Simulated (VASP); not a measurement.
# CdS (P3m1) in VASP: a series of runs

The runs below take CdS through single point, with PBE-based screened hybrid, HSE06, r2SCAN.

Everything below comes from runs of VASP 6.6.1. Logs are shortened: lines on timing, memory, paths and dates and some standing lists are left out, and cuts for length are marked.

### 1 The cell of the first run

The structure is trigonal, space group P3m1 (No. 156). Conventional cell: a = 4.261 Å, b = 4.261 Å, c = 5.804 Å, α = 90.00°, β = 90.00°, γ = 120.00°. Within 3.2 Å of Cd (site symmetry 3m) lie 3 S at 2.46 Å. Within 3.2 Å of S (site symmetry 3m) lie 3 Cd at 2.46 Å.

### 2 Single point, PBE-based screened hybrid

Contents of POSCAR:

```
CdS
1.0
    4.2611695877      0.0000000000      0.0000000000
   -2.1305847939      3.6902811128      0.0000000000
    0.0000000000      0.0000000000      5.8041729400
Cd S
1 1
Direct
    0.0000000000      0.0000000000      0.4426919200
    0.6666666667      0.3333333333      0.4343080800
```

Contents of INCAR.step1:

```
PREC     = Accurate       # precision mode
ENCUT    = 520            # plane-wave cutoff, eV
EDIFF    = 1E-5           # SCF threshold, eV
ISMEAR   = -1             # smearing method
SIGMA    = 0.05           # smearing width, eV
LREAL    = False          # projectors in reciprocal space
LASPH    = True           # aspherical terms in the spheres
NELM     = 80             # most SCF steps
ALGO     = Normal         # electronic algorithm
ISIF     = 2              # what is computed and relaxed
LWAVE    = True           # write WAVECAR
LCHARG   = False          # write CHGCAR
NBANDS   = 16             # bands
GGA      = PE             # functional
```

Contents of INCAR.step2:

```
PREC     = Accurate       # precision mode
ENCUT    = 520            # plane-wave cutoff, eV
EDIFF    = 1E-6           # SCF threshold, eV
ISMEAR   = -1             # smearing method
SIGMA    = 0.05           # smearing width, eV
LREAL    = False          # projectors in reciprocal space
LASPH    = True           # aspherical terms in the spheres
NELM     = 80             # most SCF steps
ALGO     = Normal         # electronic algorithm
ISIF     = 2              # what is computed and relaxed
LWAVE    = False          # write WAVECAR
LCHARG   = False          # write CHGCAR
GGA      = PE             # functional
LHFCALC  = True           # exact exchange
AEXX     = 0.25           # exact-exchange fraction
HFSCREEN = 0.2            # screening, 1/A
PRECFOCK = Normal       
NBANDS   = 16             # bands
ISTART   = 1
```

Contents of KPOINTS:

```
Automatic mesh
0
Gamma
  4 4 3
```

Potentials or basis: VASP PAW PBE potentials, release 64 (Cd, S).

Run with:

```
> cat potpaw_PBE.64/Cd/POTCAR potpaw_PBE.64/S/POTCAR > POTCAR
> cp INCAR.step1 INCAR
> mpirun -np 1 vasp_std > vasp.out
> cp INCAR.step2 INCAR
> mpirun -np 1 vasp_std > vasp.out
```

OUTCAR:

```text
PREC = Accurate
   ENCUT = 520
   EDIFF = 1E-6
   ISMEAR = -1
   LREAL = False
   LASPH = True
   NELM = 80
   ISIF = 2
   GGA = PE
   LHFCALC = True
   AEXX = 0.25
   HFSCREEN = 0.2
   PRECFOCK = Normal
   ISTART = 1

 ion  position               nearest neighbor table
   1  0.000  0.000  0.443-   2 2.46   2 2.46   2 2.46
   2  0.667  0.333  0.434-   1 2.46   1 2.46   1 2.46

  LATTYP: Found a hexagonal cell.
 ALAT       =     4.2611695877
 C/A-ratio  =     1.3621079426

  Lattice vectors:

 A1 = (   4.2611695877,   0.0000000000,   0.0000000000)
 A2 = (  -2.1305847939,   3.6902811128,   0.0000000000)
 A3 = (   0.0000000000,   0.0000000000,   5.8041729400)

Analysis of symmetry for initial positions (statically):
=====================================================================
 Subroutine PRICEL returns:
 Original cell was already a primitive cell.

 Routine SETGRP: Setting up the symmetry group for a
 hexagonal supercell.

 Subroutine GETGRP returns: Found  6 space group operations
 (whereof  6 operations were pure point group operations)
 out of a pool of 24 trial point group operations.

The static configuration has the point symmetry C_3v.

Analysis of symmetry for dynamics (positions and initial velocities):
=====================================================================
 Subroutine PRICEL returns:
 Original cell was already a primitive cell.

 Routine SETGRP: Setting up the symmetry group for a
 hexagonal supercell.

 Subroutine GETGRP returns: Found  6 space group operations
 (whereof  6 operations were pure point group operations)
 out of a pool of 24 trial point group operations.

The dynamic configuration has the point symmetry C_3v.

 Subroutine INISYM returns: Found  6 space group operations
 (whereof  6 operations are pure point group operations),
 and found     1 'primitive' translations

----------------------------------------------------------------------------------------

                                     Primitive cell

  volume of cell :      91.2701

  direct lattice vectors                    reciprocal lattice vectors
     4.261169588  0.000000000  0.000000000     0.234677353  0.135491033  0.000000000
    -2.130584794  3.690281113  0.000000000     0.000000000  0.270982066  0.000000000
     0.000000000  0.000000000  5.804172940     0.000000000  0.000000000  0.172289835

  length of vectors
     4.261169588  4.261169588  5.804172940     0.270982066  0.270982066  0.172289835

  position of ions in fractional coordinates (direct lattice)
     0.000000000  0.000000000  0.442691920
     0.666666667  0.333333333  0.434308080

  ion indices of the primitive-cell ions
   primitive index   ion index
                 1           1
                 2           2

----------------------------------------------------------------------------------------

 KPOINTS: Automatic mesh

Automatic generation of k-mesh.
 Grid dimensions read from file:
 generate k-points for:    4    4    3

 Generating k-lattice:

  Cartesian coordinates                     Fractional coordinates (reciprocal lattice)
     0.058669338  0.033872758  0.000000000     0.250000000 -0.000000000  0.000000000
     0.000000000  0.067745516  0.000000000     0.000000000  0.250000000  0.000000000
     0.000000000  0.000000000  0.057429945     0.000000000  0.000000000  0.333333333

  Length of vectors
     0.067745516  0.067745516  0.057429945

  Shift w.r.t. Gamma in fractional coordinates (k-lattice)
     0.000000000  0.000000000  0.000000000

 Subroutine IBZKPT returns following result:
 ===========================================

 Found      9 irreducible k-points:

 Following reciprocal coordinates:
            Coordinates               Weight
  0.000000  0.000000  0.000000      1.000000
  0.250000 -0.000000  0.000000      6.000000
  0.500000 -0.000000  0.000000      3.000000
  0.250000  0.250000  0.000000      6.000000
  0.000000  0.000000  0.333333      2.000000
  0.250000 -0.000000  0.333333      6.000000
  0.000000  0.250000  0.333333      6.000000
  0.500000 -0.000000  0.333333      6.000000
  0.250000  0.250000  0.333333     12.000000
   k-points           NKPTS =      9   k-points in BZ     NKDIM =     48   number of bands    NBANDS=     16
   number of dos      NEDOS =    301   number of ions     NIONS =      2
   total plane-waves  NPLWV =  49152
   dimension x,y,z NGX =    32 NGY =   32 NGZ =   48
   dimension x,y,z NGXF=    64 NGYF=   64 NGZF=   96
   ions per type =               1   1
   NGX,Y,Z   is equivalent  to a cutoff of  12.48, 12.48, 13.75 a.u.
   NGXF,Y,Z  is equivalent  to a cutoff of  24.97, 24.97, 27.50 a.u.
 SYSTEM =  unknown system
   PREC   = accura    normal or accurate (medium, high low for compatibility)
   ISTART =      1    job   : 0-new  1-cont  2-samecut
   ICHARG =      0    charge: 1-file 2-atom 10-const
   ISPIN  =      1    spin polarized calculation?
   LNONCOLLINEAR =      F non collinear calculations
   LSORBIT =      F    spin-orbit coupling
   LASPH  =      T    aspherical Exc in radial PAW
   ENCUT  =  520.0 eV  38.22 Ry    6.18 a.u.   7.92  7.92 10.79*2*pi/ulx,y,z
   NELM   =     80;   NELMIN=  2; NELMDL=  0     # of ELM steps
   EDIFF  = 0.1E-05   stopping-criterion for ELM
   LREAL  =      F    real-space projection
   EDIFFG = 0.1E-04   stopping-criterion for IOM
   NSW    =      0    number of steps for IOM
   IBRION =     -1    ionic relax: 0-MD 1-quasi-New 2-CG
   NFREE  =      0    steps in history (QN), initial steepest desc. (CG)
   ISIF   =      2    stress and relaxation
   ISYM   =      3    0-nonsym 1-usesym 2-fastsym
   POTIM  = 0.5000    time-step for ionic-motion
   TEBEG  =    0.0;   TEEND  =   0.0 temperature during run
   PSTRESS=    0.0 pullay stress
   NELECT =      18.0000    total number of electrons
   NUPDOWN=      -1.0000    fix difference up-down
   EMIN   =  10.00;   EMAX   =-10.00  energy-range for DOS
   EFERMI =   0.00;   METHOD = LEGACY
   ISMEAR =    -1;   SIGMA  =   0.05  broadening in eV -4-tet -1-fermi 0-gaus
   EFERMI_NEDOS =   21; number of points for ismear=-14 and -15
   IALGO  =     38    algorithm
   IMIX   =      1    mixing-type and parameters
     AMIX     =   0.40;   BMIX     =  1.00
     AMIX_MAG =   1.60;   BMIX_MAG =  1.00
  volume/ion in A,a.u.               =      45.64       307.96
  Fermi-wavevector in a.u.,A,eV,Ry     =   0.952919  1.800756 12.354841  0.908055
  Thomas-Fermi vector in A             =   2.081527
   LORBIT       =      0    0 simple, 1 ext, 2 COOP (PROOUT), +10 PAW based schemes
   GGA     = PE    functional components
   LHFCALC =     T    Hartree Fock is set to
   PRECFOCK=normal    Normal, Fast or Accurate (Low or Medium for compatibility)
   ENCUT4O =  -1.0   cutoff for four orbital integrals eV
   NKREDX  =     1    reduce k-point grid by
   NKREDY  =     1    reduce k-point grid by
   NKREDZ  =     1    reduce k-point grid by
   AEXX    =    0.2500 exact exchange contribution
   HFSCREEN=    0.2000 screening length (either q_TF or 0.3 A-1)
   HFSCREENC=   0.2000 screening length for correlation (either q_TF or 0.3 A-1)
   ENCUTFOCK=  -1.0 apply spherical cutoff to Coloumb kernel
   IVDW    =     0    specifies the selected vdW correction
   LEPSILON=     F    determine dielectric tensor
   LRPA    =     F    only Hartree local field effects (RPA)
 non-spin polarized calculation
  energy-cutoff  :      520.00
  volume of cell :       91.27
 maximum number of plane-waves:      2466
 NGX is ok and might be reduce to    32
  NGX = 24; NGY = 24; NGZ = 36

 number of electron      18.0000002 magnetization

 Free energy of the ion-electron system (eV)
  ---------------------------------------------------
  ext. energy  EPLUGINS =         0.00000000
  ---------------------------------------------------
  free energy    TOTEN  =        -7.08541248 eV

  energy without entropy =       -7.08541248  energy(sigma->0) =       -7.08541248

 E-fermi :  -1.5708     XC(G=0):  -5.1610

 val. band max:       -2.7107578337   @ k =   0.0000   0.0000   0.3333
 cond. band min:      -0.1994121736   @ k =   0.0000   0.0000   0.0000
 fundamental gap:      2.5113456601
 Fermi energy:        -1.5707745698

 k-point     1 :       0.0000    0.0000    0.0000
  band No.  band energies     occupation
      1     -15.4795      2.00000
      2     -11.4913      2.00000
      3     -11.4913      2.00000
      4     -11.0341      2.00000
      5     -11.0341      2.00000
      6     -10.7838      2.00000
[... 8 lines left out ...]
     15       9.4238      0.00000
     16      10.2615      0.00000

 k-point     2 :       0.2500   -0.0000    0.0000
  band No.  band energies     occupation
      1     -15.3003      2.00000
      2     -11.3946      2.00000
      3     -11.3538      2.00000
      4     -11.0874      2.00000
      5     -11.0414      2.00000
      6     -10.7002      2.00000
[... 8 lines left out ...]
     15       9.2060      0.00000
     16       9.5548      0.00000

 k-point     3 :       0.5000   -0.0000    0.0000
  band No.  band energies     occupation
      1     -15.1214      2.00000
      2     -11.2327      2.00000
      3     -11.2046      2.00000
      4     -11.1378      2.00000
      5     -11.0484      2.00000
      6     -10.5448      2.00000
[... 8 lines left out ...]
     15       8.7841      0.00000
     16       9.2619      0.00000

 k-point     4 :       0.2500    0.2500    0.0000
  band No.  band energies     occupation
      1     -15.1217      2.00000
      2     -11.3074      2.00000
      3     -11.1837      2.00000
      4     -11.1258      2.00000
      5     -11.0611      2.00000
      6     -10.4886      2.00000
[... 8 lines left out ...]
     15       7.1242      0.00000
     16       8.5783      0.00000

 k-point     5 :       0.0000    0.0000    0.3333
  band No.  band energies     occupation
      1     -15.4765      2.00000
      2     -11.4911      2.00000
      3     -11.4911      2.00000
      4     -11.0344      2.00000
      5     -11.0344      2.00000
      6     -10.7771      2.00000
[... 8 lines left out ...]
     15       9.6531      0.00000
     16       9.8204      0.00000

 k-point     6 :       0.2500   -0.0000    0.3333
  band No.  band energies     occupation
      1     -15.2977      2.00000
      2     -11.3942      2.00000
      3     -11.3537      2.00000
      4     -11.0884      2.00000
      5     -11.0418      2.00000
      6     -10.6952      2.00000
[... 8 lines left out ...]
     15       8.4332      0.00000
     16       9.0053      0.00000

 k-point     7 :       0.0000    0.2500    0.3333
  band No.  band energies     occupation
      1     -15.2977      2.00000
      2     -11.3942      2.00000
      3     -11.3537      2.00000
      4     -11.0884      2.00000
      5     -11.0418      2.00000
      6     -10.6952      2.00000
[... 8 lines left out ...]
     15       8.3346      0.00000
     16       9.0173      0.00000

 k-point     8 :       0.5000   -0.0000    0.3333
  band No.  band energies     occupation
      1     -15.1193      2.00000
      2     -11.2313      2.00000
      3     -11.2045      2.00000
      4     -11.1392      2.00000
      5     -11.0489      2.00000
      6     -10.5437      2.00000
[... 8 lines left out ...]
     15       8.4741      0.00000
     16       9.5045      0.00000

 k-point     9 :       0.2500    0.2500    0.3333
  band No.  band energies     occupation
      1     -15.1196      2.00000
      2     -11.3066      2.00000
      3     -11.1833      2.00000
      4     -11.1270      2.00000
      5     -11.0617      2.00000
      6     -10.4868      2.00000
[... 8 lines left out ...]
     15       8.4034      0.00000
     16       9.7711      0.00000

------------------------ aborting loop because EDIFF is reached ----------------------------------------

  FORCE on cell =-STRESS in cart. coord.  units (eV):
  Direction    XX          YY          ZZ          XY          YZ          ZX
  --------------------------------------------------------------------------------------
  -------------------------------------------------------------------------------------
  Total       -0.4894008     -0.4894008      0.0165291      0.0000000      0.0000000     -0.0000000
  in kB       -8.5910582     -8.5910582      0.2901560      0.0000000      0.0000000     -0.0000000
  external PRESSURE =      -5.6306535 kB  Pullay stress =       0.0000000 kB

 VOLUME and BASIS-vectors are now :
 -----------------------------------------------------------------------------
  energy-cutoff  :      520.00
  volume of cell :       91.27
      direct lattice vectors                 reciprocal lattice vectors
     4.261169588  0.000000000  0.000000000     0.234677353  0.135491033  0.000000000
    -2.130584794  3.690281113  0.000000000     0.000000000  0.270982066  0.000000000
     0.000000000  0.000000000  5.804172940     0.000000000  0.000000000  0.172289835

 POSITION                                       TOTAL-FORCE (eV/Angst)
 -----------------------------------------------------------------------------------
      0.00000      0.00000      2.56946         0.000000     -0.000000     -0.015107
      2.13058      1.23009      2.52080        -0.000000      0.000000      0.015107
 -----------------------------------------------------------------------------------
    total drift:                               -0.000094      0.000055     -0.000209

  FREE ENERGIE OF THE ION-ELECTRON SYSTEM (eV)
  ---------------------------------------------------
  free  energy   TOTEN  =        -7.0854124819 eV

  energy  without entropy=       -7.0854124819  energy(sigma->0) =       -7.08541248
```

It took 12 min on 1 thread of Intel Xeon 8259CL, shared host; peak memory 0.33 GiB.

Results:

```yaml
Free_energy: -7.0854 eV
Pressure: -0.6 GPa
Largest_force: 0.015 eV/Å
Band_gap_on_the_k_mesh: 2.51 eV, indirect (the least direct gap lies 3.5 meV higher)
```

Forces on the atoms (eV/Å):
```
Cd   0.000  0.000 -0.015
S    0.000  0.000  0.015
```

Levels at points of the mesh, in eV from the valence-band top:
```
           k point  band 6  band 7  band 8  band 9  band 10  band 11  band 12  band 13
(0.00, 0.00, 0.00)   -8.07   -1.22    0.00    0.00     2.51     6.44     8.10     8.10
(0.50, 0.00, 0.00)   -7.83   -3.80   -1.37   -0.29     4.79     6.18     7.71     8.29
```

Caveat: the k points lie up to 0.43 Å⁻¹ apart; the PAW data sets were made with another functional, which shifts forces and pressure a little. A k mesh can miss the band edges.

### 3 Single point, PBE-based screened hybrid

POSCAR is that of step 2.

Contents of INCAR.step1:

```
SYSTEM = CdS
ALGO     = Normal         ! electronic algorithm
EDIFF    = 1E-5           ! SCF threshold, eV
ENCUT    = 520            ! plane-wave cutoff, eV
GGA      = PE             ! functional
ISIF     = 2              ! what is computed and relaxed
ISMEAR   = -1             ! smearing method
LASPH    = .True.         ! aspherical terms in the spheres
LCHARG   = .False.        ! write CHGCAR
LREAL    = .False.        ! projectors in reciprocal space
LWAVE    = .True.         ! write WAVECAR
NBANDS   = 16             ! bands
NELM     = 100            ! most SCF steps
PREC     = Accurate       ! precision mode
SIGMA    = 0.05           ! smearing width, eV
```

Contents of INCAR.step2:

```
SYSTEM = CdS
AEXX     = 0.25           ! exact-exchange fraction
ALGO     = Normal         ! electronic algorithm
EDIFF    = 1E-7           ! SCF threshold, eV
ENCUT    = 520            ! plane-wave cutoff, eV
GGA      = PE             ! functional
HFSCREEN = 0.3            ! screening, 1/A
ISIF     = 2              ! what is computed and relaxed
ISMEAR   = -1             ! smearing method
ISTART   = 1            
LASPH    = .True.         ! aspherical terms in the spheres
LCHARG   = .False.        ! write CHGCAR
LHFCALC  = .True.         ! exact exchange
LREAL    = .False.        ! projectors in reciprocal space
LWAVE    = .False.        ! write WAVECAR
NBANDS   = 16             ! bands
NELM     = 100            ! most SCF steps
PREC     = Accurate       ! precision mode
PRECFOCK = Normal       
SIGMA    = 0.05           ! smearing width, eV
```

Contents of KPOINTS:

```
k-points
0
Gamma
  4 4 3
  0 0 0
```

Potentials or basis: VASP PAW PBE potentials, release 64 (Cd, S).

Run with:

```
> cat potpaw_PBE.64/Cd/POTCAR potpaw_PBE.64/S/POTCAR > POTCAR
> cp INCAR.step1 INCAR
> mpirun -np 1 vasp_std > vasp.out
> cp INCAR.step2 INCAR
> mpirun -np 1 vasp_std > vasp.out
```

It took 18 min on 1 thread of Intel Xeon 8259CL, shared host; peak memory 0.34 GiB.

The run converged. Its results:

| Item | Value |
| --- | --- |
| Free energy | -6.8450 eV |
| Pressure | -0.5 GPa |
| Largest force | 0.014 eV/Å |
| Band gap on the k mesh | 2.29 eV, indirect (the least direct gap lies 3.6 meV higher) |

Forces in eV/Å, atoms in the order of the input:
```
Cd   0.000  0.000 -0.014
S    0.000  0.000  0.014
```

Stress tensor (GPa, compression positive):
```
-0.74  0.00  0.00
 0.00 -0.74  0.00
 0.00  0.00  0.01
```

Levels at points of the mesh, in eV from the valence-band top:
| k point | band 6 | band 7 | band 8 | band 9 | band 10 | band 11 | band 12 | band 13 |
| --- | --- | --- | --- | --- | --- | --- | --- | --- |
| (0.00, 0.00, 0.00) | -8.00 | -1.18 | 0.00 | 0.00 | 2.29 | 6.22 | 7.85 | 7.85 |
| (0.50, 0.00, 0.00) | -7.77 | -3.74 | -1.35 | -0.26 | 4.54 | 5.93 | 7.48 | 8.06 |

Caveat: the k points lie up to 0.43 Å⁻¹ apart; the PAW data sets were made with another functional, which shifts forces and pressure a little.

[end of part 1 of 2]
